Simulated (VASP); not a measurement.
Input of a VASP 6.6.1 run:

Contents of INCAR:

```
SYSTEM = Ni
ALGO = Normal
EDIFF = 1E-6
ENCUT = 520
GGA = PS
ISIF = 2
ISMEAR = 0
ISPIN = 2
LASPH = .True.
LCHARG = .True.
LELF = .True.
LMAXMIX = 4
LORBIT = 11
LREAL = .False.
LVHAR = .True.
LWAVE = .False.
MAGMOM = 0.74
NBANDS = 15
NELM = 150
PREC = Accurate
SIGMA = 0.05
```

Contents of KPOINTS:

```
k-points
0
Gamma
  20 20 20
  0 0 0
```

Contents of POSCAR:

```
Ni
1.0
    0.0000000000      1.7314997907      1.7314997907
    1.7314997907      0.0000000000      1.7314997907
    1.7314997907      1.7314997907      0.0000000000
Ni
1
Direct
    0.0000000000      0.0000000000      0.0000000000
```

Potentials or basis: VASP PAW PBE potentials, release 64 (Ni).

Command:

```sh
$ cat potpaw_PBE.64/Ni/POTCAR > POTCAR
$ mpirun -np 1 vasp_std > vasp.out
```

Problem. Estimate the pressure.

Solution. -0.1 GPa.

Problem. Estimate the net moment.

Solution. 0.62 μB per cell.

Problem. Predict the site moments.

Solution. Ni +0.63 μB.

Caveat: the PAW data sets were made with another functional, which shifts forces and pressure a little.
